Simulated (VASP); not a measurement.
Input of a VASP 6.6.1 run:

File INCAR:

```
SYSTEM = GaN
PREC = Accurate
ENCUT = 520
EDIFF = 1E-6
ISMEAR = 0
SIGMA = 0.05
LREAL = .FALSE.
LASPH = .TRUE.
NELM = 60
ALGO = Normal
ISIF = 2
LWAVE = .FALSE.
LCHARG = .FALSE.
GGA = PE
NBANDS = 26
```

The input KPOINTS:

```
Automatic mesh
0
G
  12 12 6
  0 0 0
```

File POSCAR:

```
GaN
1.0
    3.3149817792      0.0000000000      0.0000000000
   -1.6574908896      2.8708584339      0.0000000000
    0.0000000000      0.0000000000      5.0857395182
Ga N
2 2
Direct
    0.3333333333      0.6666666667      0.9991316867
    0.6666666667      0.3333333333      0.4991316867
    0.3333333333      0.6666666667      0.3758683133
    0.6666666667      0.3333333333      0.8758683133
```

Potentials or basis: VASP PAW PBE potentials, release 64 (Ga_d, N).

Launch:

```bash
$ cat potpaw_PBE.64/Ga_d/POTCAR potpaw_PBE.64/N/POTCAR > POTCAR
$ mpirun -np 1 vasp_std > vasp.out
```

What does it give for the band gap on the k mesh?

1.50 eV.

Estimate the pressure.

-3.6 GPa.

What does it give for the largest force?

0.580 eV/Å.

Forces in eV/Å, atoms in the order of the input:
```
Ga   0.000  0.000 -0.580
Ga   0.000  0.000 -0.580
N    0.000  0.000  0.580
N    0.000  0.000  0.580
```

Caveat: the cell differs from its parent crystal (strain +0.030 along x and y, -0.030 along z); the cell stands under tension.
